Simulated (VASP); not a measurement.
Write the native input for VASP 6.6.1 that does the following.

```yaml
Task: single point
Functional: PBE
Potentials_or_basis: VASP PAW PBE potentials, release 64 (Co, O)
Cutoff: 520 eV
k_mesh: 16 × 16 × 16
Occupations: fermi-dirac, width 0.05 eV
Spin: collinear spin, ferromagnetic start
Starting_moments: "[2.0, 0.0] μB"
Dipole_correction: no
Further_INCAR_settings: ALGO = Normal; EDIFF = 1e-07; NBANDS = 18
```

The structure of CoO lies in POSCAR:

```
CoO
1.0
    0.0000000000      2.1456163054      2.1456163054
    2.1456163054      0.0000000000      2.1456163054
    2.1456163054      2.1456163054      0.0000000000
Co O
1 1
Direct
    0.0000000000      0.0000000000      0.0000000000
    0.5000000000      0.5000000000      0.5000000000
```

This cell differs from its parent crystal: volume scaled by 1.02.

These files were run (other wordings do the same):

INCAR

```
SYSTEM = CoO
ALGO     = Normal         ! electronic algorithm
EDIFF    = 1E-7           ! SCF threshold, eV
ENCUT    = 520            ! plane-wave cutoff, eV
GGA      = PE             ! functional
ISIF     = 2              ! what is computed and relaxed
ISMEAR   = -1             ! smearing method
ISPIN    = 2              ! spin polarisation
LASPH    = .TRUE.         ! aspherical terms in the spheres
LCHARG   = .FALSE.        ! write CHGCAR
LMAXMIX  = 4              ! l up to which the mixer works
LORBIT   = 11             ! projections on sites
LREAL    = .FALSE.        ! projectors in reciprocal space
LWAVE    = .FALSE.        ! write WAVECAR
MAGMOM   = 2 0            ! initial moments
NBANDS   = 18             ! bands
NELM     = 150            ! most SCF steps
PREC     = Accurate       ! precision mode
SIGMA    = 0.05           ! smearing width, eV
```

KPOINTS

```
k-points
0
G
  16 16 16
  0 0 0
```

Potentials or basis: VASP PAW PBE potentials, release 64 (Co, O).

Command:

```sh
$ cat potpaw_PBE.64/Co/POTCAR potpaw_PBE.64/O/POTCAR > POTCAR
$ mpirun -np 1 vasp_std > vasp.out
```

Results of the run:

The pressure is -5.4 GPa. The net moment is 2.95 μB per cell and the site moments are Co +2.59; O +0.31 μB. The valence electrons inside the program's atomic spheres are Co 7.75; O 4.97.

Caveat: a cell with one magnetic atom can't hold antiferromagnetic order, which such compounds often take.

It took 80 s on 1 thread of Intel Xeon 6975P-C, on a shared host, peak memory 0.21 GiB.
